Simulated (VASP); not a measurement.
Runs of VASP 6.6.1 on HfTi2B6. The structure is that of space group Fm-3m (No. 225), or close to it. The cells are those of the table. 

```tsv
task	cell	k mesh	cutoff (eV)	gap on the mesh (eV)	pressure (GPa)
single point	a = 5.751 Å, angles 60.0°, 9 atoms	4 × 4 × 4	520	none	(a)
relaxation of cell and atoms	relaxed from a = 5.171 Å, angles 60.0°, 9 atoms	4 × 4 × 4	600	none	-0.1
single point	a = 5.171 Å, angles 60.0°, 9 atoms	4 × 4 × 4	520	none	48.2
relaxation of cell and atoms	relaxed from a = 5.751 Å, angles 60.0°, 9 atoms	8 × 8 × 8	600	none	-0.1
single point	a = 5.758 Å, angles 60.0°, 9 atoms	8 × 8 × 8	520	none	-0.4
```

Alike in all rows: level PBE; potentials or basis VASP PAW PBE potentials, release 64 (Hf_pv, Ti_sv, B); no spin polarisation; smearing gaussian 0.1 eV.

Q: Estimate the missing entries.

A: (a) -0.3.

Caveats: some runs use coarse meshes; spin-orbit coupling is left out, which moves the levels of the heavy elements; the relaxation stopped at its first step, so nothing moved (some runs).

A k mesh can miss the band edges, and the runs leave out spin-orbit coupling on Hf.

A gap of «none» marks levels without a gap at the run's occupations.
